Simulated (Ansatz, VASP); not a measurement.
# Zr2Mo: VASP beside Ansatz

```
Zr Mo
1.0
     0.00000    3.94915    3.94915
     3.94915    0.00000    3.94915
     3.94915    3.94915    0.00000
Zr Mo
4 2
Direct
  0.62500 0.62500 0.62500
  0.12500 0.62500 0.62500
  0.62500 0.62500 0.12500
  0.62500 0.12500 0.62500
  0.00000 0.00000 0.00000
  0.25000 0.25000 0.25000
```

Alike in both runs: functional PBE; k mesh 4 × 4 × 4; occupations gaussian, width 0.1 eV; no spin polarisation.

Ansatz relaxed the structure, and its values are those at the end. VASP's run is a single point on that final structure, the one shown.

```csv
,VASP,Ansatz
version,VASP 6.6.1,Ansatz 0.2.0
potentials or method,"VASP PAW PBE potentials, release 64 (Zr_sv, Mo_sv), cutoff 520 eV","scalar-relativistic, plane waves, PAW"
valence electrons in the cell,76,76
```

VASP gave:

- gap on the k mesh at the Fermi level (eV): none
- pressure (GPa): 0.2

Question: Estimate Ansatz's values.

Answer: gap on the k mesh at the Fermi level (eV): none; pressure (GPa): 0.1.

A gap of «none» marks a metal or a gap that the smearing closes. With one functional, cell and mesh, what is left measures potentials, basis and numerics.
